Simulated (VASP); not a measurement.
Write the native input for VASP 6.6.1 that does the following.

```yaml
Task: single point
Functional: RPBE
Potentials_or_basis: VASP PAW PBE potentials, release 64 (Ba_sv)
Cutoff: 520 eV
k_mesh: 4 × 4 × 4
Occupations: fermi-dirac, width 0.1 eV
Spin: no spin polarisation
Dipole_correction: no
Further_INCAR_settings: ALGO = Normal; EDIFF = 1e-06; NBANDS = 50
```

The structure of Ba lies in POSCAR:

```
Ba
1.0
    8.2512809670      0.0000000000      0.0000000000
    0.0000000000      8.2512809670      0.0000000000
    0.0000000000      0.0000000000      8.2512809670
Ba
8
Direct
    0.0000000000      0.0000000000      0.0000000000
    0.5000000000      0.5000000000      0.5000000000
    0.2500000000      1.0000000000      0.5000000000
    0.7500000000      1.0000000000      0.5000000000
    0.5000000000      0.2500000000      0.0000000000
    0.5000000000      0.7500000000      1.0000000000
    0.0000000000      0.5000000000      0.2500000000
    0.0000000000      0.5000000000      0.7500000000
```

The input as run:

INCAR

```
SYSTEM = Ba
ALGO = Normal
EDIFF = 1E-6
ENCUT = 520
GGA = RP
ISIF = 2
ISMEAR = -1
LASPH = .TRUE.
LCHARG = .FALSE.
LREAL = .FALSE.
LWAVE = .FALSE.
NBANDS = 50
NELM = 100
PREC = Accurate
SIGMA = 0.1
```

KPOINTS

```
k-points
0
G
  4 4 4
  0 0 0
```

Potentials or basis: VASP PAW PBE potentials, release 64 (Ba_sv).

Run with:

```bash
$ cat potpaw_PBE.64/Ba_sv/POTCAR > POTCAR
$ mpirun -np 1 vasp_std > vasp.out
```

Results of the run:

| Property | Result |
| --- | --- |
| Pressure | 0.0 GPa |
| Band gap on the k mesh | zero (bands 40 and 41 overlap by 0.04 eV) |

Caveat: the PAW data sets were made with another functional, which shifts forces and pressure a little; spin-orbit coupling is left out, which moves the levels of the heavy elements.

Wall time 11 min on 1 thread of Oxide Virtual Turin-like Processor (shared host), peak memory 0.6 GiB.
